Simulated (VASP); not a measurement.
# V3F (P6_3/mmc) in VASP: single point with PBE

Aim: the single point of V3F with PBE.

All numbers are computed with VASP 6.6.1; they aren't measurements. Logs are shortened: lines on timing, memory, paths and dates and some standing lists are left out, and cuts for length are marked.

**1. The cell of the first run**

The structure is hexagonal, space group P6_3/mmc (No. 194). The conventional cell has a = 5.240 Å, b = 5.240 Å, c = 4.206 Å, α = 90.00°, β = 90.00°, γ = 120.00°. Within 3.4 Å of V (site symmetry mm2) lie 4 F at 2.59 to 2.62 Å and 8 V at 2.59 to 2.63 Å. F (site symmetry -6m2) has 12 V at 2.59 to 2.62 Å within 3.4 Å.

**2. Single point, PBE, collinear spin, ferromagnetic start**

INCAR reads:

```
SYSTEM = V3F
PREC = Accurate
ENCUT = 520
EDIFF = 1E-6
ISMEAR = 0
SIGMA = 0.1
LREAL = .False.
LASPH = .True.
NELM = 150
ALGO = Normal
ISIF = 2
LWAVE = .False.
LCHARG = .False.
ISPIN = 2
MAGMOM = 2 2 2 2 2 2 0 0
LORBIT = 11
LMAXMIX = 4
GGA = PE
NBANDS = 60
```

KPOINTS reads:

```
Automatic mesh
0
Gamma
  6 6 4
  0 0 0
```

POSCAR reads:

```
V3F
1.0
    5.2404024037      0.0000000000      0.0000000000
   -2.6202012018      4.5383216076      0.0000000000
    0.0000000000      0.0000000000      4.2062314828
V F
6 2
Direct
    0.8330000000      0.6660000000      0.2500000000
    0.1670000000      0.8330000000      0.7500000000
    0.3340000000      0.1670000000      0.2500000000
    0.1670000000      0.3340000000      0.7500000000
    0.8330000000      0.1670000000      0.2500000000
    0.6660000000      0.8330000000      0.7500000000
    0.3333333333      0.6666666667      0.2500000000
    0.6666666667      0.3333333333      0.7500000000
```

Potentials or basis: VASP PAW PBE potentials, release 64 (V_sv, F).

Run with:

```bash
$ cat potpaw_PBE.64/V_sv/POTCAR potpaw_PBE.64/F/POTCAR > POTCAR
$ mpirun -np 1 vasp_std > vasp.out
```

OUTCAR:

```text
SYSTEM = V3F
   PREC = Accurate
   ENCUT = 520
   EDIFF = 1E-6
   ISMEAR = 0
   LREAL = .False.
   LASPH = .True.
   NELM = 150
   ISIF = 2
   ISPIN = 2
   LORBIT = 11
   GGA = PE

 ion  position               nearest neighbor table
   1  0.833  0.666  0.250-   6 2.59   6 2.59   2 2.59   2 2.59   5 2.61   3 2.61   5 2.63   3 2.63

   2  0.167  0.833  0.750-   3 2.59   3 2.59   1 2.59   1 2.59   4 2.61   6 2.61   4 2.63   6 2.63

   3  0.334  0.167  0.250-   2 2.59   2 2.59   4 2.59   4 2.59   1 2.61   5 2.61   1 2.63   5 2.63

   4  0.167  0.334  0.750-   3 2.59   3 2.59   5 2.59   5 2.59   2 2.61   6 2.61   2 2.63   6 2.63

   5  0.833  0.167  0.250-   6 2.59   6 2.59   4 2.59   4 2.59   1 2.61   3 2.61   1 2.63   3 2.63

   6  0.666  0.833  0.750-   5 2.59   5 2.59   1 2.59   1 2.59   4 2.61   2 2.61   4 2.63   2 2.63

   7  0.333  0.667  0.250-
   8  0.667  0.333  0.750-

  LATTYP: Found a hexagonal cell.
 ALAT       =     5.2404024037
 C/A-ratio  =     0.8026542923

  Lattice vectors:

 A1 = (   5.2404024037,   0.0000000000,   0.0000000000)
 A2 = (  -2.6202012018,   4.5383216076,   0.0000000000)
 A3 = (   0.0000000000,   0.0000000000,   4.2062314828)

Analysis of symmetry for initial positions (statically):
=====================================================================
 Subroutine PRICEL returns:
 Original cell was already a primitive cell.

 Routine SETGRP: Setting up the symmetry group for a
 hexagonal supercell.

 Subroutine GETGRP returns: Found 24 space group operations
 (whereof 12 operations were pure point group operations)
 out of a pool of 24 trial point group operations.

The static configuration has the point symmetry D_3d.
 The point group associated with its full space group is D_6h.

Analysis of symmetry for dynamics (positions and initial velocities):
=====================================================================
 Subroutine PRICEL returns:
 Original cell was already a primitive cell.

 Routine SETGRP: Setting up the symmetry group for a
 hexagonal supercell.

 Subroutine GETGRP returns: Found 24 space group operations
 (whereof 12 operations were pure point group operations)
 out of a pool of 24 trial point group operations.

The dynamic configuration has the point symmetry D_3d.
 The point group associated with its full space group is D_6h.

Analysis of structural, dynamic, and magnetic symmetry:
=====================================================================
 Subroutine PRICEL returns:
 Original cell was already a primitive cell.

 Routine SETGRP: Setting up the symmetry group for a
 hexagonal supercell.

 Subroutine GETGRP returns: Found 24 space group operations
 (whereof 12 operations were pure point group operations)
 out of a pool of 24 trial point group operations.

The overall configuration has the point symmetry D_3d.
 The point group associated with its full space group is D_6h.

 Subroutine INISYM returns: Found 24 space group operations
 (whereof 12 operations are pure point group operations),
 and found     1 'primitive' translations

----------------------------------------------------------------------------------------

                                     Primitive cell

  volume of cell :     100.0353

  direct lattice vectors                    reciprocal lattice vectors
     5.240402404  0.000000000  0.000000000     0.190825040  0.110172888  0.000000000
    -2.620201202  4.538321608  0.000000000     0.000000000  0.220345777  0.000000000
     0.000000000  0.000000000  4.206231483     0.000000000  0.000000000  0.237742503

  length of vectors
     5.240402404  5.240402404  4.206231483     0.220345777  0.220345777  0.237742503

  position of ions in fractional coordinates (direct lattice)
     0.833000000  0.666000000  0.250000000
     0.167000000  0.833000000  0.750000000
     0.334000000  0.167000000  0.250000000
     0.167000000  0.334000000  0.750000000
     0.833000000  0.167000000  0.250000000
     0.666000000  0.833000000  0.750000000
     0.333333333  0.666666667  0.250000000
     0.666666667  0.333333333  0.750000000

  ion indices of the primitive-cell ions
   primitive index   ion index
                 1           1
                 2           2
                 3           3
                 4           4
                 5           5
                 6           6
                 7           7
                 8           8

----------------------------------------------------------------------------------------

 KPOINTS: Automatic mesh

Automatic generation of k-mesh.
 Grid dimensions read from file:
 generate k-points for:    6    6    4

 Generating k-lattice:

  Cartesian coordinates                     Fractional coordinates (reciprocal lattice)
     0.031804173  0.018362148  0.000000000     0.166666667  0.000000000  0.000000000
     0.000000000  0.036724296  0.000000000     0.000000000  0.166666667  0.000000000
     0.000000000  0.000000000  0.059435626     0.000000000  0.000000000  0.250000000

  Length of vectors
     0.036724296  0.036724296  0.059435626

  Shift w.r.t. Gamma in fractional coordinates (k-lattice)
     0.000000000  0.000000000  0.000000000

 Subroutine IBZKPT returns following result:
 ===========================================

 Found     21 irreducible k-points:

 Following reciprocal coordinates:
            Coordinates               Weight
  0.000000  0.000000  0.000000      1.000000
  0.166667  0.000000  0.000000      6.000000
  0.333333 -0.000000  0.000000      6.000000
  0.500000  0.000000  0.000000      3.000000
  0.166667  0.166667  0.000000      6.000000
  0.333333  0.166667  0.000000     12.000000
[... 13 lines left out ...]
  0.333333  0.166667  0.500000     12.000000
  0.333333  0.333333  0.500000      2.000000
   k-points           NKPTS =     21   k-points in BZ     NKDIM =     21   number of bands    NBANDS=     60
   number of dos      NEDOS =    301   number of ions     NIONS =      8
   total plane-waves  NPLWV =  51200
   dimension x,y,z NGX =    40 NGY =   40 NGZ =   32
   dimension x,y,z NGXF=    80 NGYF=   80 NGZF=   64
   ions per type =               6   2
   NGX,Y,Z   is equivalent  to a cutoff of  12.69, 12.69, 12.65 a.u.
   NGXF,Y,Z  is equivalent  to a cutoff of  25.38, 25.38, 25.30 a.u.
 SYSTEM =  V3F
   PREC   = accura    normal or accurate (medium, high low for compatibility)
   ISTART =      0    job   : 0-new  1-cont  2-samecut
   ICHARG =      2    charge: 1-file 2-atom 10-const
   ISPIN  =      2    spin polarized calculation?
   LNONCOLLINEAR =      F non collinear calculations
   LSORBIT =      F    spin-orbit coupling
   LASPH  =      T    aspherical Exc in radial PAW
   ENCUT  =  520.0 eV  38.22 Ry    6.18 a.u.   9.74  9.74  7.82*2*pi/ulx,y,z
   NELM   =    150;   NELMIN=  2; NELMDL= -5     # of ELM steps
   EDIFF  = 0.1E-05   stopping-criterion for ELM
   LREAL  =      F    real-space projection
   EDIFFG = 0.1E-04   stopping-criterion for IOM
   NSW    =      0    number of steps for IOM
   IBRION =     -1    ionic relax: 0-MD 1-quasi-New 2-CG
   NFREE  =      0    steps in history (QN), initial steepest desc. (CG)
   ISIF   =      2    stress and relaxation
   ISYM   =      2    0-nonsym 1-usesym 2-fastsym
   POTIM  = 0.5000    time-step for ionic-motion
   TEBEG  =    0.0;   TEEND  =   0.0 temperature during run
   PSTRESS=    0.0 pullay stress
   NELECT =      92.0000    total number of electrons
   NUPDOWN=      -1.0000    fix difference up-down
   EMIN   =  10.00;   EMAX   =-10.00  energy-range for DOS
   EFERMI =   0.00;   METHOD = LEGACY
   ISMEAR =     0;   SIGMA  =   0.10  broadening in eV -4-tet -1-fermi 0-gaus
   EFERMI_NEDOS =   21; number of points for ismear=-14 and -15
   IALGO  =     38    algorithm
   IMIX   =      4    mixing-type and parameters
     AMIX     =   0.40;   BMIX     =  1.00
     AMIX_MAG =   1.60;   BMIX_MAG =  1.00
  volume/ion in A,a.u.               =      12.50        84.38
  Fermi-wavevector in a.u.,A,eV,Ry     =   1.592037  3.008513 34.485067  2.534581
  Thomas-Fermi vector in A             =   2.690484
   LORBIT       =     11    0 simple, 1 ext, 2 COOP (PROOUT), +10 PAW based schemes
   GGA     = PE    functional components
   LHFCALC =     F    Hartree Fock is set to
   AEXX    =    0.0000 exact exchange contribution
   IVDW    =     0    specifies the selected vdW correction
   LEPSILON=     F    determine dielectric tensor
   LRPA    =     F    only Hartree local field effects (RPA)
 spin polarized calculation
 Gauss-broadening in eV      SIGMA  =   0.10
  energy-cutoff  :      520.00
  volume of cell :      100.04
 maximum number of plane-waves:      2710
 NGX is ok and might be reduce to    40
   NGX = 19   NGY = 19   NGZ = 15

 number of electron      92.0000023 magnetization       0.0501045

 number of electron      92.0000023 magnetization      -0.0001463

 Free energy of the ion-electron system (eV)
  ---------------------------------------------------
  ext. energy  EPLUGINS =         0.00000000
  ---------------------------------------------------
  free energy    TOTEN  =       -55.79702010 eV

  energy without entropy =      -55.76111673  energy(sigma->0) =      -55.77906841

 E-fermi :   9.0310     XC(G=0): -12.4114

 val. band max:        8.9982318872   @ k =   0.3333   0.3333   0.5000
 cond. band min:       9.0421467429   @ k =   0.3333   0.1667   0.0000
 fundamental gap:      0.0439148556
 Fermi energy:         9.0309769332

 spin component 1

 k-point     1 :       0.0000    0.0000    0.0000
  band No.  band energies     occupation
      1     -54.9384      1.00000
      2     -54.7779      1.00000
      3     -54.7779      1.00000
      4     -54.7643      1.00000
      5     -54.6944      1.00000
      6     -54.6944      1.00000
[... 1270 lines left out ...]
     57      10.5768      0.00000
     58      10.5768      0.00000
 Fermi energy:         9.0309769332

 spin component 2

 k-point     1 :       0.0000    0.0000    0.0000
  band No.  band energies     occupation
      1     -54.9384      1.00000
      2     -54.7779      1.00000
      3     -54.7779      1.00000
      4     -54.7643      1.00000
      5     -54.6944      1.00000
      6     -54.6944      1.00000
[... 1270 lines left out ...]
     57      10.5768      0.00000
     58      10.5768      0.00000
 [bands above 58 left out]

------------------------ aborting loop because EDIFF is reached ----------------------------------------

  FORCE on cell =-STRESS in cart. coord.  units (eV):
  Direction    XX          YY          ZZ          XY          YZ          ZX
  --------------------------------------------------------------------------------------
  -------------------------------------------------------------------------------------
  Total        2.6089454      2.6089454      3.5839653      0.0000000      0.0000000      0.0000000
  in kB       41.7852011     41.7852011     57.4012440      0.0000000      0.0000000      0.0000000
  external PRESSURE =      46.9905487 kB  Pullay stress =       0.0000000 kB

 VOLUME and BASIS-vectors are now :
 -----------------------------------------------------------------------------
  energy-cutoff  :      520.00
  volume of cell :      100.04
      direct lattice vectors                 reciprocal lattice vectors
     5.240402404  0.000000000  0.000000000     0.190825040  0.110172888  0.000000000
    -2.620201202  4.538321608  0.000000000     0.000000000  0.220345777  0.000000000
     0.000000000  0.000000000  4.206231483     0.000000000  0.000000000  0.237742503

 POSITION                                       TOTAL-FORCE (eV/Angst)
 -----------------------------------------------------------------------------------
      2.62020      3.02252      1.05156         0.000000      1.125613      0.000000
     -1.30748      3.78042      3.15467        -0.974809      0.562806     -0.000000
      1.31272      0.75790      1.05156        -0.974809     -0.562806     -0.000000
      0.00000      1.51580      3.15467        -0.000000     -1.125613     -0.000000
      3.92768      0.75790      1.05156         0.974809     -0.562806      0.000000
      1.30748      3.78042      3.15467         0.974809      0.562806     -0.000000
     -0.00000      3.02555      1.05156        -0.000000      0.000000     -0.000000
      2.62020      1.51277      3.15467         0.000000     -0.000000     -0.000000
 -----------------------------------------------------------------------------------
    total drift:                                0.000000     -0.000000      0.000000

  FREE ENERGIE OF THE ION-ELECTRON SYSTEM (eV)
  ---------------------------------------------------
  free  energy   TOTEN  =       -55.7970200998 eV

  energy  without entropy=      -55.7611167286  energy(sigma->0) =      -55.77906841

 total charge

# of ion       s       p       d       tot
------------------------------------------
    1        2.340   6.139   3.178  11.656
    2        2.340   6.139   3.178  11.656
    3        2.340   6.139   3.178  11.656
    4        2.340   6.139   3.178  11.656
    5        2.340   6.139   3.178  11.656
    6        2.340   6.139   3.178  11.656
    7        1.794   4.198   0.000   5.992
    8        1.794   4.198   0.000   5.992
--------------------------------------------------
tot         17.625  45.232  19.065  81.922

 magnetization (x)

# of ion       s       p       d       tot
------------------------------------------
    1       -0.000  -0.000  -0.000  -0.000
    2       -0.000  -0.000  -0.000  -0.000
    3       -0.000  -0.000  -0.000  -0.000
    4       -0.000  -0.000  -0.000  -0.000
    5       -0.000  -0.000  -0.000  -0.000
    6       -0.000  -0.000  -0.000  -0.000
    7       -0.000   0.000   0.000   0.000
    8       -0.000   0.000   0.000   0.000
--------------------------------------------------
tot         -0.000  -0.000  -0.000  -0.000
```

It took 3.3 min on 1 thread of AMD EPYC 7R13 (Zen 3), shared host; peak memory 0.32 GiB.

Results:

| Quantity | Value |
| --- | --- |
| Free energy | -55.7970 eV |
| Pressure | 4.7 GPa |
| Largest force | 1.126 eV/Å |
| Band gap on the k mesh | zero (filled and empty bands overlap) |
| Net moment | 0.00 μB per cell |
| Valence electrons inside the program's atomic spheres | V 11.66; F 5.99 |

Forces in eV/Å, atoms in the order of the input:
```
V    0.000  1.126  0.000
V   -0.975  0.563  0.000
V   -0.975 -0.563  0.000
V    0.000 -1.126  0.000
V    0.975 -0.563  0.000
V    0.975  0.563  0.000
F    0.000  0.000  0.000
F    0.000  0.000  0.000
```

Levels at points of the mesh, in eV from the Fermi level:
Spin up:
| k point | band 43 | band 44 | band 45 | band 46 | band 47 | band 48 | band 49 | band 50 |
| --- | --- | --- | --- | --- | --- | --- | --- | --- |
| (0.00, 0.00, 0.00) | -1.12 | -0.13 | 0.06 | 0.06 | 0.19 | 0.87 | 0.87 | 1.50 |
| (0.50, 0.00, 0.00) | -0.51 | -0.50 | -0.07 | -0.04 | 0.19 | 0.20 | 0.32 | 0.46 |
| (0.00, 0.00, 0.50) | -1.00 | -1.00 | -1.00 | -1.00 | 1.39 | 1.39 | 1.39 | 1.39 |
| (0.50, 0.00, 0.50) | -0.31 | -0.31 | -0.16 | -0.16 | 0.49 | 0.49 | 0.56 | 0.56 |
Spin down:
| k point | band 44 | band 45 | band 46 | band 47 | band 48 | band 49 |
| --- | --- | --- | --- | --- | --- | --- |
| (0.00, 0.00, 0.00) | -0.13 | 0.06 | 0.06 | 0.19 | 0.87 | 0.87 |
| (0.50, 0.00, 0.00) | -0.50 | -0.07 | -0.04 | 0.19 | 0.20 | 0.32 |
| (0.00, 0.00, 0.50) | -1.00 | -1.00 | -1.00 | 1.39 | 1.39 | 1.39 |
| (0.50, 0.00, 0.50) | -0.31 | -0.16 | -0.16 | 0.49 | 0.49 | 0.56 |

Caveat: the k points lie up to 0.37 Å⁻¹ apart; the moments typed at the start vanished in this run; forces of over 1 eV/Å act on the atoms, so gaps and moduli don't describe the material at rest. With open d or f shells a metallic result of PBE can be an artefact of self-interaction; +U or a hybrid may open a gap.

The gap in the log of VASP goes by the Fermi energy; the results here count the filled bands.